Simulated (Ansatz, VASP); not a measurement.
## BN in VASP and in Ansatz

The input POSCAR:

```
BN
1.0
    2.5008383104      0.0000000000      0.0000000000
   -1.2504191552      2.1657895075      0.0000000000
    0.0000000000      0.0000000000      6.8931205922
B N
2 2
Direct
    0.3333333333      0.6666666667      0.2500000000
    0.6666666667      0.3333333333      0.7500000000
    0.6666666667      0.3333333333      0.2500000000
    0.3333333333      0.6666666667      0.7500000000
```

INCAR.step1

```
ALGO     = Normal         # electronic algorithm
EDIFF    = 1E-5           # SCF threshold, eV
ENCUT    = 660            # plane-wave cutoff, eV
GGA      = PE             # functional
GGA_COMPAT= False        
ISMEAR   = 0              # smearing method
LASPH    = True           # aspherical terms in the spheres
LCHARG   = False          # write CHGCAR
LREAL    = False          # projectors in reciprocal space
LWAVE    = True           # write WAVECAR
NBANDS   = 16             # bands
NELM     = 120            # most SCF steps
PREC     = Accurate       # precision mode
SIGMA    = 0.01           # smearing width, eV
```

File INCAR.step2:

```
ALGO     = Normal         # electronic algorithm
EDIFF    = 1E-6           # SCF threshold, eV
ENCUT    = 660            # plane-wave cutoff, eV
GGA_COMPAT= False        
ISIF     = 2              # what is computed and relaxed
ISMEAR   = 0              # smearing method
ISTART   = 1            
LASPH    = True           # aspherical terms in the spheres
LCHARG   = False          # write CHGCAR
LMIXTAU  = True         
LREAL    = False          # projectors in reciprocal space
LWAVE    = False          # write WAVECAR
METAGGA  = R2SCAN         # meta-GGA
NBANDS   = 16             # bands
NELM     = 120            # most SCF steps
PREC     = Accurate       # precision mode
SIGMA    = 0.01           # smearing width, eV
```

File KPOINTS:

```
k-points
0
Gamma
  12 12 4
```

Input for Ansatz:

```yaml
crystal:
  lattice:
    - [2.5008383104, 0.0, 0.0]
    - [-1.2504191552, 2.1657895075, 0.0]
    - [0.0, 0.0, 6.8931205922]
  atoms:
    - { symbol: B, position: [0.3333333333, 0.6666666667, 0.25] }
    - { symbol: B, position: [0.6666666667, 0.3333333333, 0.75] }
    - { symbol: "N", position: [0.6666666667, 0.3333333333, 0.25] }
    - { symbol: "N", position: [0.3333333333, 0.6666666667, 0.75] }
kpoints:
  mp_grid: { grid: [12, 12, 4] }
  band_path:
    path:
      - [0.0, 0.0, 0.0]
      - [0.5, 0.0, 0.0]
      - [0.3333333333, 0.3333333333, 0.0]
      - [0.0, 0.0, 0.5]
      - [0.5, 0.0, 0.5]
      - [0.3333333333, 0.3333333333, 0.5]
      - [0.0, 0.5, 0.0]
    npoints: 1
hamiltonian:
  xc: r2scan
scf:
  occupations: { method: fixed }
  n_extra_bands: 5
output:
  forces: true
  stress: true
  eigenvalues: true
```

Alike in both runs: task single point; functional r2SCAN; k mesh 12 × 12 × 4; no spin polarisation.

```csv
,VASP,Ansatz
version,VASP 6.6.1,Ansatz 0.2.0
potentials or method,"VASP PAW PBE potentials, release 64 (B, N)","plane waves, PAW"
plane-wave cutoff (eV),660,500
occupations,"gaussian, width 0.01 eV",fixed
valence electrons in the cell,16,16
```

```csv
,VASP,Ansatz,Ansatz less VASP
gap on the k mesh at the Fermi level (eV),4.93,4.89,-0.038
pressure (GPa),0.4,0.0,-0.41
"traceless stress, the component that is largest in VASP (GPa)",-0.61,-0.03,+0.585
```

VASP's potentials were made for PBE, not for r2SCAN.
